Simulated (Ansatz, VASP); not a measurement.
## Ir: VASP beside Ansatz

The input INCAR:

```
ALGO = Normal
EDIFF = 1E-6
ENCUT = 520
GGA = CA
ISIF = 2
ISMEAR = 0
LASPH = T
LCHARG = F
LREAL = F
LWAVE = F
NBANDS = 10
NELM = 60
PREC = Accurate
SIGMA = 0.15
```

The input KPOINTS:

```
k-points
0
Gamma
  22 22 22
```

POSCAR

```
Ir
1.0
    0.0000000000      2.2813749792      1.4354411369
    2.2813749792      0.0000000000      1.4354411369
    2.2813749792      2.2813749792      0.0000000000
Ir
1
Direct
    0.0000000000      0.0000000000      0.0000000000
```

Input for Ansatz:

```yaml
crystal:
  lattice:
    - [0.0, 2.2813749792, 1.4354411369]
    - [2.2813749792, 0.0, 1.4354411369]
    - [2.2813749792, 2.2813749792, 0.0]
  atoms:
    - { symbol: Ir, position: [0.0, 0.0, 0.0] }
basis:
  ecutwfc: 420
kpoints:
  mp_grid: { grid: [22, 22, 22] }
hamiltonian:
  xc: lda
scf:
  occupations: { method: gaussian, width: 0.15 }
output:
  forces: true
  stress: true
  eigenvalues: true
```

Alike in both runs: task single point; functional LDA; k mesh 22 × 22 × 22; occupations gaussian, width 0.15 eV; no spin polarisation.

|  | VASP | Ansatz |
| --- | --- | --- |
| version | VASP 6.6.1 | Ansatz 0.2.0 |
| potentials or method | VASP PAW LDA potentials, release 64 (Ir), cutoff 520 eV | scalar-relativistic, plane waves, PAW |
| valence electrons in the cell | 9 | 17 |

|  | VASP | Ansatz | Ansatz less VASP |
| --- | --- | --- | --- |
| gap on the k mesh at the Fermi level (eV) | none | none | - |
| pressure (GPa) | -14.3 | -16.2 | -1.88 |
| traceless stress, the component that is largest in VASP (GPa) | -21.61 | -22.06 | -0.452 |

LDA's correlation is that of Perdew and Zunger in VASP and of Perdew and Wang (1992) in Ansatz. A gap of «none» marks a metal or a gap that the smearing closes. VASP's potentials hold 9 valence electrons a cell and Ansatz's 17, so a difference there can come from the potentials and not from the codes.

Spin-orbit coupling is off throughout.
